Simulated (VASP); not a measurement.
A run of VASP 6.6.1:

POSCAR

```
AlSn
1.0
    4.2804423157      0.0000000000      0.0000000000
   -2.1402211578      3.7069717847      0.0000000000
    0.0000000000      0.0000000000      3.3717036030
Sn Al
1 1
Direct
    0.3333333333      0.6666666667      0.5000000000
    0.0000000000      0.0000000000      0.0000000000
```

The input INCAR.step1:

```
  ALGO = Normal
  EDIFF = 1E-5
  ENCUT = 520
  GGA = PE
  ISIF = 2
  ISMEAR = -1
  LASPH = True
  LCHARG = False
  LREAL = False
  LWAVE = True
  NBANDS = 16
  NELM = 60
  PREC = Accurate
  SIGMA = 0.05
```

INCAR.step2

```
  AEXX = 0.25
  ALGO = Normal
  EDIFF = 1E-6
  ENCUT = 520
  GGA = PE
  ISIF = 2
  ISMEAR = -1
  ISTART = 1
  LASPH = True
  LCHARG = False
  LHFCALC = True
  LREAL = False
  LWAVE = False
  NBANDS = 16
  NELM = 60
  PREC = Accurate
  PRECFOCK = Normal
  SIGMA = 0.05
```

The input KPOINTS:

```
k-points
0
Gamma
  4 4 6
```

Potentials or basis: VASP PAW PBE potentials, release 64 (Sn_d, Al).

Launch:

```bash
$ cat potpaw_PBE.64/Sn_d/POTCAR potpaw_PBE.64/Al/POTCAR > POTCAR
$ cp INCAR.step1 INCAR
$ mpirun -np 1 vasp_std > vasp.out
$ cp INCAR.step2 INCAR
$ mpirun -np 1 vasp_std > vasp.out
```

Hardware: 1 thread of Oxide Virtual Turin-like Processor, on a shared host.

Question: Estimate the wall time of this run.

Answer: It took 29 min on 1 thread of Oxide Virtual Turin-like Processor, on a shared host, peak memory 0.16 GiB. Counts: k points 16.
